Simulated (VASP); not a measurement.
Wanted: the native input for a VASP 6.6.1 run.

| Property | Result |
| --- | --- |
| Task | single point |
| Functional | PBE-based screened hybrid |
| Potentials or basis | VASP PAW PBE potentials, release 64 (Be, Te) |
| Cutoff | 520 eV |
| k mesh | 4 × 4 × 4 |
| Occupations | gaussian, width 0.01 eV |
| Spin | no spin polarisation |
| Dipole correction | no |
| Grid for exact exchange (PRECFOCK) | Normal |
| Share of exact exchange | 0.05 |
| Further INCAR settings | ALGO = Normal; EDIFF = 1e-06; NBANDS = 11 |
| Screening parameter | 0.5 1/Å |

The system is BeTe.

```xyz
2
Lattice="0.0000 2.8286 2.8286 2.8286 0.0000 2.8286 2.8286 2.8286 0.0000" Properties=species:S:1:pos:R:3 pbc="T T T"
Be    0.0000    0.0000    0.0000
Te    1.4143    1.4143    1.4143
```

One way to write it, as run:

POSCAR

```
BeTe
1.0
    0.0000000000      2.8286228760      2.8286228760
    2.8286228760      0.0000000000      2.8286228760
    2.8286228760      2.8286228760      0.0000000000
Be Te
1 1
Direct
    0.0000000000      0.0000000000      0.0000000000
    0.2500000000      0.2500000000      0.2500000000
```

INCAR.step1

```
SYSTEM = BeTe
PREC = Accurate
ENCUT = 520
EDIFF = 1E-5
ISMEAR = 0
SIGMA = 0.01
LREAL = .FALSE.
LASPH = .TRUE.
NELM = 100
ALGO = Normal
ISIF = 2
LWAVE = .TRUE.
NBANDS = 11
GGA = PE
```

INCAR.step2

```
SYSTEM = BeTe
PREC = Accurate
ENCUT = 520
EDIFF = 1E-6
ISMEAR = 0
SIGMA = 0.01
LREAL = .FALSE.
LASPH = .TRUE.
NELM = 100
ALGO = Normal
ISIF = 2
LWAVE = .FALSE.
LCHARG = .TRUE.
GGA = PE
LHFCALC = .TRUE.
AEXX = 0.05
HFSCREEN = 0.5
PRECFOCK = Normal
LELF = .TRUE.
LVHAR = .TRUE.
NBANDS = 11
ISTART = 1
```

KPOINTS

```
regular mesh
0
G
  4 4 4
  0 0 0
```

Potentials or basis: VASP PAW PBE potentials, release 64 (Be, Te).

Command:

```sh
$ cat potpaw_PBE.64/Be/POTCAR potpaw_PBE.64/Te/POTCAR > POTCAR
$ cp INCAR.step1 INCAR
$ mpirun -np 1 vasp_std > vasp.out
$ cp INCAR.step2 INCAR
$ mpirun -np 1 vasp_std > vasp.out
```

It gave:

| Item | Value |
| --- | --- |
| Pressure | 0.6 GPa |
| Band gap on the k mesh | 2.05 eV, indirect (least direct gap 3.69 eV) |

Caveat: the k points lie up to 0.48 Å⁻¹ apart; the PAW data sets were made with another functional, which shifts forces and pressure a little; spin-orbit coupling is left out, which moves the levels of the heavy elements.

Run time: 82 s on 1 thread of Intel Xeon 6975P-C, on a shared host, peak memory 0.28 GiB.
